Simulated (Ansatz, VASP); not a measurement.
# TaSi2 in VASP and in Ansatz

```
CELL_PARAMETERS angstrom
0.00000 2.95982 2.95982
2.95982 0.00000 2.95982
2.95982 2.95982 0.00000
ATOMIC_POSITIONS crystal
Ta 0.00000 0.00000 0.00000
Si 0.75000 0.75000 0.75000
Si 0.50000 0.50000 0.50000
```

Alike in both runs: functional PBE; k mesh 6 × 6 × 6; occupations gaussian, width 0.2 eV; no spin polarisation.

Ansatz relaxed the structure, and its values are those at the end. VASP's run is a single point on that final structure, the one shown.

```csv
,VASP,Ansatz
version,VASP 6.6.1,Ansatz 0.2.0
potentials or method,"VASP PAW PBE potentials, release 64 (Ta_pv, Si), cutoff 500 eV","scalar-relativistic, plane waves, PAW"
valence electrons in the cell,19,21
```

```tsv
	VASP	Ansatz	Ansatz less VASP
gap on the k mesh at the Fermi level (eV)	none	none	-
pressure (GPa)	-0.2	-0.2	+0.01
```

A gap of «none» marks a metal or a gap that the smearing closes. The functional is the same, so the differences come from potentials, cutoffs and numerics. VASP's potentials hold 19 valence electrons a cell and Ansatz's 21, so a difference there can come from the potentials and not from the codes.

Neither program's run includes spin-orbit coupling.
